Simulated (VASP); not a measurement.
Write the native input for VASP 6.6.1 that does the following.

```
Task                   : single point
Functional             : r2SCAN
Potentials or basis    : VASP PAW PBE potentials, release 64 (Na_pv, H)
Cutoff                 : 520 eV
k mesh                 : 8 × 8 × 8
Occupations            : gaussian, width 0.01 eV
Spin                   : no spin polarisation
Dipole correction      : no
Further INCAR settings : ALGO = Normal; EDIFF = 1e-06; NBANDS = 11
```

Crystal: NaH.

```
CELL_PARAMETERS angstrom
0.00000 2.39751 2.39751
2.39751 0.00000 2.39751
2.39751 2.39751 0.00000
ATOMIC_POSITIONS crystal
Na 0.00000 0.00000 0.00000
H 0.50000 0.50000 0.50000
```

The input as run:

POSCAR

```
NaH
1.0
    0.0000000000      2.3975122828      2.3975122828
    2.3975122828      0.0000000000      2.3975122828
    2.3975122828      2.3975122828      0.0000000000
Na H
1 1
Direct
    0.0000000000      0.0000000000      0.0000000000
    0.5000000000      0.5000000000      0.5000000000
```

INCAR.step1

```
ALGO = Normal
EDIFF = 1E-4
ENCUT = 520
GGA = PE
ISMEAR = 0
LASPH = T
LCHARG = F
LREAL = F
LWAVE = T
NBANDS = 11
NELM = 60
PREC = Accurate
SIGMA = 0.01
```

INCAR.step2

```
ALGO = Normal
EDIFF = 1E-6
ENCUT = 520
ISIF = 2
ISMEAR = 0
ISTART = 1
LASPH = T
LCHARG = F
LMIXTAU = T
LREAL = F
LWAVE = F
METAGGA = R2SCAN
NBANDS = 11
NELM = 60
PREC = Accurate
SIGMA = 0.01
```

KPOINTS

```
k-points
0
Gamma
  8 8 8
```

Potentials or basis: VASP PAW PBE potentials, release 64 (Na_pv, H).

The run is started by

```bash
$ cat potpaw_PBE.64/Na_pv/POTCAR potpaw_PBE.64/H/POTCAR > POTCAR
$ cp INCAR.step1 INCAR
$ mpirun -np 1 vasp_std > vasp.out
$ cp INCAR.step2 INCAR
$ mpirun -np 1 vasp_std > vasp.out
```

It gave:

```
Pressure               : -0.3 GPa
Band gap on the k mesh : 4.41 eV, indirect (least direct gap 5.26 eV)
```

Caveat: the PAW data sets were made with another functional, which shifts forces and pressure a little.

It took 78 s on 1 thread of AMD EPYC 7R13 (shared host), peak memory 0.13 GiB.
